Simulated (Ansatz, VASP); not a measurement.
**MgO: VASP beside Ansatz**

```
CELL_PARAMETERS angstrom
3.35132 0.00000 0.00000
-1.67566 2.90232 0.00000
0.00000 0.00000 5.04845
ATOMIC_POSITIONS crystal
Mg 0.66667 0.33333 0.50216
Mg 0.33333 0.66667 0.00216
O 0.66667 0.33333 0.90244
O 0.33333 0.66667 0.40244
```

Alike in both runs: task single point; functional r2SCAN; k mesh 9 × 9 × 6; occupations fermi-dirac, width 0.05 eV; no spin polarisation.

|  | VASP | Ansatz |
| --- | --- | --- |
| version | VASP 6.6.1 | Ansatz 0.2.0 |
| potentials or method | VASP PAW PBE potentials, release 64 (Mg, O) | Ansatz PAW |
| plane-wave cutoff (eV) | 520 | 500 |
| valence electrons in the cell | 16 | 32 |

```csv
,VASP,Ansatz,Ansatz less VASP
gap on the k mesh at the Fermi level (eV),3.91,3.92,+0.015
least direct gap on the mesh (eV),3.91,3.92,+0.015
pressure (GPa),-5.7,-5.1,+0.62
"traceless stress, the component that is largest in VASP (GPa)",0.75,0.68,-0.069
rms of the force components (eV/Å),0.038,0.036,-0.0021
```

VASP's potentials were made for PBE, not for r2SCAN. Atom by atom the forces differ by 0.002 eV/Å (rms over components). With one functional, cell and mesh, what is left measures potentials, basis and numerics. VASP's potentials hold 16 valence electrons a cell and Ansatz's 32, so a difference there can come from the potentials and not from the codes.

Noted on Ansatz's run: odd divisions of the mesh miss points on the zone boundary, where band edges often lie, so the gap on the mesh can be too wide.
